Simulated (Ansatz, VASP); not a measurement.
## Ta2N in VASP and in Ansatz

```
Ta N
1.0
     4.92956    0.00000    0.00000
     0.00000    5.43668    0.00000
     0.00000    0.00000    3.01056
Ta N
4 2
Cartesian
  1.1761 1.8291 0.0000
  3.7535 3.6076 0.0000
  3.6409 0.8892 1.5053
  1.2887 4.5475 1.5053
  0.0000 0.0000 0.0000
  2.4648 2.7183 1.5053
```

Alike in both runs: functional PBE; k mesh 8 × 8 × 12; occupations gaussian, width 0.1 eV; no spin polarisation.

Ansatz relaxed the structure, and its values are those at the end. VASP's run is a single point on that final structure, the one shown.

|  | VASP | Ansatz |
| --- | --- | --- |
| version | VASP 6.6.1 | Ansatz 0.2.0 |
| potentials or method | VASP PAW PBE potentials, release 64 (Ta_pv, N), cutoff 520 eV | scalar-relativistic, plane waves, PAW |
| valence electrons in the cell | 54 | 62 |

```csv
,VASP,Ansatz,Ansatz less VASP
gap on the k mesh at the Fermi level (eV),none,none,-
pressure (GPa),0.4,0.0,-0.43
rms of the force components (eV/Å),0.007,0.000,-0.0065
```

A gap of «none» marks a metal or a gap that the smearing closes. With one functional, cell and mesh, what is left measures potentials, basis and numerics. VASP's potentials hold 54 valence electrons a cell and Ansatz's 62, so a difference there can come from the potentials and not from the codes.

Neither program's run includes spin-orbit coupling.
